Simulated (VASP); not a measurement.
Write the native input for VASP 6.6.1 that does the following.

| Quantity | Value |
| --- | --- |
| Task | relaxation of shape and atoms at fixed volume |
| Functional | LDA |
| Potentials or basis | VASP PAW LDA potentials, release 64 (Ta_pv, N) |
| Cutoff | 600 eV |
| k mesh | 18 × 18 × 14 |
| Occupations | gaussian, width 0.1 eV |
| Spin | no spin polarisation |
| Dipole correction | no |
| Further INCAR settings | ALGO = Normal; EDIFF = 1e-07; IBRION = 2; EDIFFG = -0.01; NSW = 50; ISIF = 4 |

The structure of TaN lies in POSCAR:

```
TaN
1.0
    2.8452502643      0.0000000000      0.0000000000
   -1.4226251321      2.4640590090      0.0000000000
    0.0000000000      0.0000000000      2.7971477758
Ta N
1 1
Direct
    0.0000000000      0.0000000000      0.5000000000
    0.6666666667      0.3333333333      0.0000000000
```

These files were run (other wordings do the same):

INCAR

```
ALGO = Normal
EDIFF = 1E-7
EDIFFG = -0.01
ENCUT = 600
GGA = CA
IBRION = 2
ISIF = 4
ISMEAR = 0
LASPH = T
LCHARG = F
LREAL = F
LWAVE = F
NELM = 100
NSW = 50
PREC = Accurate
SIGMA = 0.1
```

KPOINTS

```
k-points
0
Gamma
  18 18 14
```

Potentials or basis: VASP PAW LDA potentials, release 64 (Ta_pv, N).

Run with:

```bash
$ cat potpaw_LDA.64/Ta_pv/POTCAR potpaw_LDA.64/N/POTCAR > POTCAR
$ mpirun -np 1 vasp_std > vasp.out
```

Results of the run:

```json
{
 "Energy gained by relaxing": "0.1 meV/atom",
 "Ionic steps": "3",
 "Pressure after relaxing": "29.4 GPa",
 "Band gap on the k mesh": "zero (bands 8 and 9 overlap by 0.38 eV)"
}
```

Caveat: spin-orbit coupling is left out, which moves the levels of the heavy elements.

Run time: 110 s on 1 thread of Intel Xeon 8259CL, with other jobs on the host, peak memory 0.21 GiB.
